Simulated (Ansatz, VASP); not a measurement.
## SiO2 in VASP and in Ansatz

```xyz
6
Lattice="4.3526 0.0000 0.0000 0.0000 4.3526 0.0000 0.0000 0.0000 2.7756" Properties=species:S:1:pos:R:3 pbc="T T T"
Si    0.0000    0.0000    0.0000
Si    2.1763    2.1763    1.3878
O     1.3533    1.3533    0.0000
O     0.8230    3.5296    1.3878
O     3.5296    0.8230    1.3878
O     2.9993    2.9993    0.0000
```

Change from the starting cell: hydrostatic strain +4.0%.

Alike in both runs: task single point; functional r2SCAN; k mesh 6 × 6 × 10; no spin polarisation.

|  | VASP | Ansatz |
| --- | --- | --- |
| version | VASP 6.6.1 | Ansatz 0.2.0 |
| potentials or method | VASP PAW PBE potentials, release 64 (Si, O) | plane waves, PAW |
| plane-wave cutoff (eV) | 520 | 500 |
| occupations | gaussian, width 0.01 eV | fixed |
| valence electrons in the cell | 32 | 32 |

VASP gave:

```
gap on the k mesh at the Fermi level (eV)                     : 4.62
pressure (GPa)                                                : -28.5
traceless stress, the component that is largest in VASP (GPa) : -8.26
rms of the force components (eV/Å)                            : 0.010
```

**Question.** Which values does Ansatz return?

**Answer.** gap on the k mesh at the Fermi level (eV): 4.64; pressure (GPa): -28.8; traceless stress, the component that is largest in VASP (GPa): -8.79; rms of the force components (eV/Å): 0.000.

VASP's potentials were made for PBE, not for r2SCAN. Atom by atom the forces differ by 0.010 eV/Å (rms over components). Both programs put the cell under strong tension, so it lies far from rest at this level.
